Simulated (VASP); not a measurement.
# TaF (P-6m2) in VASP: single point with PBE

Aim: the single point of TaF with PBE.

Everything below comes from runs of VASP 6.6.1. Logs are shortened: lines on timing, memory, paths and dates and some standing lists are left out, and cuts for length are marked.

### 1 The cell of the first run

Symmetry: P-6m2, No. 187, hexagonal system. Conventional cell: a = 2.790 Å, b = 2.790 Å, c = 4.151 Å, α = 90.00°, β = 90.00°, γ = 120.00°. Ta (site symmetry -6m2) has 6 F at 2.63 Å and 6 Ta at 2.79 Å within 3.5 Å. Within 3.5 Å of F (site symmetry -6m2) lie 6 Ta at 2.63 Å and 6 F at 2.79 Å.

The cell was generated, and may not be a known phase.

### 2 Single point, PBE

INCAR

```
SYSTEM = TaF
PREC     = Accurate       ! precision mode
ENCUT    = 600            ! plane-wave cutoff, eV
EDIFF    = 1E-6           ! SCF threshold, eV
ISMEAR   = 0              ! smearing method
SIGMA    = 0.2            ! smearing width, eV
LREAL    = .FALSE.        ! projectors in reciprocal space
LASPH    = .TRUE.         ! aspherical terms in the spheres
NELM     = 120            ! most SCF steps
ALGO     = Normal         ! electronic algorithm
ISIF     = 2              ! what is computed and relaxed
LWAVE    = .FALSE.        ! write WAVECAR
LCHARG   = .TRUE.         ! write CHGCAR
GGA      = PE             ! functional
LELF     = .TRUE.         ! ELF
LVHAR    = .TRUE.       
NBANDS   = 16             ! bands
GGA_COMPAT= .FALSE.
```

KPOINTS

```
Automatic mesh
0
G
  9 9 5
  0 0 0
```

POSCAR

```
TaF
1.0
    2.7901252425      0.0000000000      0.0000000000
   -1.3950626212      2.4163193397      0.0000000000
    0.0000000000      0.0000000000      4.1505880912
Ta F
1 1
Direct
    0.0000000000      0.0000000000      0.5000000000
    0.6666666667      0.3333333333      0.0000000000
```

Potentials or basis: VASP PAW PBE potentials, release 64 (Ta_pv, F).

Run with:

```
> cat potpaw_PBE.64/Ta_pv/POTCAR potpaw_PBE.64/F/POTCAR > POTCAR
> mpirun -np 1 vasp_std > vasp.out
```

OUTCAR:

```text
SYSTEM = TaF
   PREC = Accurate
   ENCUT = 600
   EDIFF = 1E-6
   ISMEAR = 0
   LREAL = .FALSE.
   LASPH = .TRUE.
   NELM = 120
   ISIF = 2
   GGA = PE

 ion  position               nearest neighbor table
   1  0.000  0.000  0.500-   2 2.63   2 2.63   2 2.63   2 2.63   2 2.63   2 2.63
   2  0.667  0.333  0.000-   1 2.63   1 2.63   1 2.63   1 2.63   1 2.63   1 2.63

  LATTYP: Found a hexagonal cell.
 ALAT       =     2.7901252425
 C/A-ratio  =     1.4875992045

  Lattice vectors:

 A1 = (   2.7901252425,   0.0000000000,   0.0000000000)
 A2 = (  -1.3950626212,   2.4163193397,   0.0000000000)
 A3 = (   0.0000000000,   0.0000000000,   4.1505880912)

Analysis of symmetry for initial positions (statically):
=====================================================================
 Subroutine PRICEL returns:
 Original cell was already a primitive cell.

 Routine SETGRP: Setting up the symmetry group for a
 hexagonal supercell.

 Subroutine GETGRP returns: Found 12 space group operations
 (whereof 12 operations were pure point group operations)
 out of a pool of 24 trial point group operations.

The static configuration has the point symmetry D_3h.

Analysis of symmetry for dynamics (positions and initial velocities):
=====================================================================
 Subroutine PRICEL returns:
 Original cell was already a primitive cell.

 Routine SETGRP: Setting up the symmetry group for a
 hexagonal supercell.

 Subroutine GETGRP returns: Found 12 space group operations
 (whereof 12 operations were pure point group operations)
 out of a pool of 24 trial point group operations.

The dynamic configuration has the point symmetry D_3h.

 Subroutine INISYM returns: Found 12 space group operations
 (whereof 12 operations are pure point group operations),
 and found     1 'primitive' translations

----------------------------------------------------------------------------------------

                                     Primitive cell

  volume of cell :      27.9826

  direct lattice vectors                    reciprocal lattice vectors
     2.790125242  0.000000000  0.000000000     0.358406850  0.206926291  0.000000000
    -1.395062621  2.416319340  0.000000000     0.000000000  0.413852583  0.000000000
     0.000000000  0.000000000  4.150588091     0.000000000  0.000000000  0.240929714

  length of vectors
     2.790125242  2.790125242  4.150588091     0.413852583  0.413852583  0.240929714

  position of ions in fractional coordinates (direct lattice)
     0.000000000  0.000000000  0.500000000
     0.666666667  0.333333333  0.000000000

  ion indices of the primitive-cell ions
   primitive index   ion index
                 1           1
                 2           2

----------------------------------------------------------------------------------------

 KPOINTS: Automatic mesh

Automatic generation of k-mesh.
 Grid dimensions read from file:
 generate k-points for:    9    9    5

 Generating k-lattice:

  Cartesian coordinates                     Fractional coordinates (reciprocal lattice)
     0.039822983  0.022991810  0.000000000     0.111111111  0.000000000  0.000000000
     0.000000000  0.045983620  0.000000000     0.000000000  0.111111111  0.000000000
     0.000000000  0.000000000  0.048185943     0.000000000  0.000000000  0.200000000

  Length of vectors
     0.045983620  0.045983620  0.048185943

  Shift w.r.t. Gamma in fractional coordinates (k-lattice)
     0.000000000  0.000000000  0.000000000

 Subroutine IBZKPT returns following result:
 ===========================================

 Found     36 irreducible k-points:

 Following reciprocal coordinates:
            Coordinates               Weight
  0.000000  0.000000  0.000000      1.000000
  0.111111  0.000000  0.000000      6.000000
  0.222222  0.000000  0.000000      6.000000
  0.333333  0.000000  0.000000      6.000000
  0.444444  0.000000  0.000000      6.000000
  0.111111  0.111111  0.000000      6.000000
[... 16 lines left out ...]
  0.333333  0.222222  0.200000     24.000000
  0.333333  0.333333  0.200000      4.000000
 [... further k-points ...]
   k-points           NKPTS =     36   k-points in BZ     NKDIM =     36   number of bands    NBANDS=     16
   number of dos      NEDOS =    301   number of ions     NIONS =      2
   total plane-waves  NPLWV =  20736
   dimension x,y,z NGX =    24 NGY =   24 NGZ =   36
   dimension x,y,z NGXF=    48 NGYF=   48 NGZF=   72
   ions per type =               1   1
   NGX,Y,Z   is equivalent  to a cutoff of  14.30, 14.30, 14.42 a.u.
   NGXF,Y,Z  is equivalent  to a cutoff of  28.60, 28.60, 28.84 a.u.
 SYSTEM =  TaF
   PREC   = accura    normal or accurate (medium, high low for compatibility)
   ISTART =      0    job   : 0-new  1-cont  2-samecut
   ICHARG =      2    charge: 1-file 2-atom 10-const
   ISPIN  =      1    spin polarized calculation?
   LNONCOLLINEAR =      F non collinear calculations
   LSORBIT =      F    spin-orbit coupling
   LASPH  =      T    aspherical Exc in radial PAW
   ENCUT  =  600.0 eV  44.10 Ry    6.64 a.u.   5.57  5.57  8.29*2*pi/ulx,y,z
   NELM   =    120;   NELMIN=  2; NELMDL= -5     # of ELM steps
   EDIFF  = 0.1E-05   stopping-criterion for ELM
   LREAL  =      F    real-space projection
   EDIFFG = 0.1E-04   stopping-criterion for IOM
   NSW    =      0    number of steps for IOM
   IBRION =     -1    ionic relax: 0-MD 1-quasi-New 2-CG
   NFREE  =      0    steps in history (QN), initial steepest desc. (CG)
   ISIF   =      2    stress and relaxation
   ISYM   =      2    0-nonsym 1-usesym 2-fastsym
   POTIM  = 0.5000    time-step for ionic-motion
   TEBEG  =    0.0;   TEEND  =   0.0 temperature during run
   PSTRESS=    0.0 pullay stress
   NELECT =      18.0000    total number of electrons
   NUPDOWN=      -1.0000    fix difference up-down
   EMIN   =  10.00;   EMAX   =-10.00  energy-range for DOS
   EFERMI =   0.00;   METHOD = LEGACY
   ISMEAR =     0;   SIGMA  =   0.20  broadening in eV -4-tet -1-fermi 0-gaus
   EFERMI_NEDOS =   21; number of points for ismear=-14 and -15
   IALGO  =     38    algorithm
   IMIX   =      4    mixing-type and parameters
     AMIX     =   0.40;   BMIX     =  1.00
     AMIX_MAG =   1.60;   BMIX_MAG =  1.00
  volume/ion in A,a.u.               =      13.99        94.42
  Fermi-wavevector in a.u.,A,eV,Ry     =   1.413198  2.670558 27.172596  1.997129
  Thomas-Fermi vector in A             =   2.534869
   LORBIT       =      0    0 simple, 1 ext, 2 COOP (PROOUT), +10 PAW based schemes
   GGA     = PE    functional components
   LHFCALC =     F    Hartree Fock is set to
   AEXX    =    0.0000 exact exchange contribution
   IVDW    =     0    specifies the selected vdW correction
   LEPSILON=     F    determine dielectric tensor
   LRPA    =     F    only Hartree local field effects (RPA)
 non-spin polarized calculation
 Gauss-broadening in eV      SIGMA  =   0.20
  energy-cutoff  :      600.00
  volume of cell :       27.98
 maximum number of plane-waves:       952
 NGX is ok and might be reduce to    24
   NGX = 11   NGY = 11   NGZ = 17

 number of electron      18.0000006 magnetization

 Free energy of the ion-electron system (eV)
  ---------------------------------------------------
  ext. energy  EPLUGINS =         0.00000000
  ---------------------------------------------------
  free energy    TOTEN  =       -14.70246981 eV

  energy without entropy =      -14.67218639  energy(sigma->0) =      -14.68732810

 E-fermi :   5.2061     XC(G=0): -11.6426

 val. band max:        5.1992969451   @ k =   0.1111   0.0000   0.0000
 cond. band min:       5.2503323961   @ k =   0.2222   0.2222   0.0000
 fundamental gap:      0.0510354511
 Fermi energy:         5.2061145988

 k-point     1 :       0.0000    0.0000    0.0000
  band No.  band energies     occupation
      1     -30.1140      2.00000
      2     -28.7816      2.00000
      3     -28.7816      2.00000
      4     -19.9078      2.00000
      5      -1.9631      2.00000
      6      -0.8798      2.00000
[... 8 lines left out ...]
     15      17.5846      0.00000
     16      18.7919      0.00000

 k-point     2 :       0.1111    0.0000    0.0000
  band No.  band energies     occupation
      1     -30.0889      2.00000
      2     -28.9615      2.00000
      3     -28.8213      2.00000
      4     -19.8435      2.00000
      5      -1.9824      2.00000
      6      -0.6678      2.00000
[... 8 lines left out ...]
     15      18.0619      0.00000
     16      18.8254      0.00000

 k-point     3 :       0.2222    0.0000    0.0000
  band No.  band energies     occupation
      1     -30.0246      2.00000
      2     -29.3981      2.00000
      3     -28.9204      2.00000
      4     -19.6801      2.00000
      5      -2.0350      2.00000
      6      -1.3837      2.00000
[... 8 lines left out ...]
     15      18.4028      0.00000
     16      18.8550      0.00000

 k-point     4 :       0.3333    0.0000    0.0000
  band No.  band energies     occupation
      1     -29.9507      2.00000
      2     -29.8659      2.00000
      3     -29.0309      2.00000
      4     -19.4918      2.00000
      5      -2.1917      2.00000
      6      -2.1021      2.00000
[... 8 lines left out ...]
     15      17.7242      0.00000
     16      18.7675      0.00000
[... 324 lines left out ...]
 k-point    22 :       0.2222    0.2222    0.2000
  band No.  band energies     occupation
      1     -29.9248      2.00000
      2     -29.8830      2.00000
      3     -29.2783      2.00000
      4     -19.4118      2.00000
      5      -2.1383      2.00000
      6      -1.9545      2.00000
[... 8 lines left out ...]
     15      17.3991      0.00000
     16      18.7707      0.00000

 k-point    23 :       0.3333    0.2222    0.2000
  band No.  band energies     occupation
      1     -29.9848      2.00000
      2     -29.8857      2.00000
      3     -29.4655      2.00000
      4     -19.3263      2.00000
      5      -2.2275      2.00000
      6      -1.8974      2.00000
[... 8 lines left out ...]
     15      16.7238      0.00000
     16      18.7742      0.00000

 k-point    24 :       0.3333    0.3333    0.2000
  band No.  band energies     occupation
      1     -29.8722      2.00000
      2     -29.7861      2.00000
      3     -29.7722      2.00000
      4     -19.2964      2.00000
      5      -1.8887      2.00000
      6      -1.8009      2.00000
[... 8 lines left out ...]
     15      17.2110      0.00000
     16      18.4988      0.00000

 [... further k-points ...]

------------------------ aborting loop because EDIFF is reached ----------------------------------------

  FORCE on cell =-STRESS in cart. coord.  units (eV):
  Direction    XX          YY          ZZ          XY          YZ          ZX
  --------------------------------------------------------------------------------------
  -------------------------------------------------------------------------------------
  Total        0.0418324      0.0418324     -0.0170862      0.0000000     -0.0000000      0.0000000
  in kB        2.3951677      2.3951677     -0.9782908      0.0000000     -0.0000000      0.0000000
  external PRESSURE =       1.2706816 kB  Pullay stress =       0.0000000 kB

 VOLUME and BASIS-vectors are now :
 -----------------------------------------------------------------------------
  energy-cutoff  :      600.00
  volume of cell :       27.98
      direct lattice vectors                 reciprocal lattice vectors
     2.790125242  0.000000000  0.000000000     0.358406850  0.206926291  0.000000000
    -1.395062621  2.416319340  0.000000000     0.000000000  0.413852583  0.000000000
     0.000000000  0.000000000  4.150588091     0.000000000  0.000000000  0.240929714

 POSITION                                       TOTAL-FORCE (eV/Angst)
 -----------------------------------------------------------------------------------
      0.00000      0.00000      2.07529        -0.000000      0.000000      0.000000
      1.39506      0.80544      0.00000         0.000000      0.000000      0.000000
 -----------------------------------------------------------------------------------
    total drift:                               -0.000000      0.000000      0.000000

  FREE ENERGIE OF THE ION-ELECTRON SYSTEM (eV)
  ---------------------------------------------------
  free  energy   TOTEN  =       -14.7024698071 eV

  energy  without entropy=      -14.6721863911  energy(sigma->0) =      -14.68732810
```

Run time: 13 s. Hardware: 1 thread of Intel Xeon Platinum 8375C at 2.90GHz (Ice Lake), shared host; peak memory 0.16 GiB.

Results:

| Item | Value |
| --- | --- |
| Free energy | -14.7025 eV |
| Pressure | 0.1 GPa |
| Band gap on the k mesh | zero (bands 9 and 10 overlap by 0.80 eV) |

Stress tensor (GPa, compression positive):
```
 0.24  0.00  0.00
 0.00  0.24  0.00
 0.00  0.00 -0.10
```

Caveat: spin-orbit coupling is left out, which moves the levels of the heavy elements.

The gap in the log of VASP goes by the Fermi energy; the results here count the filled bands.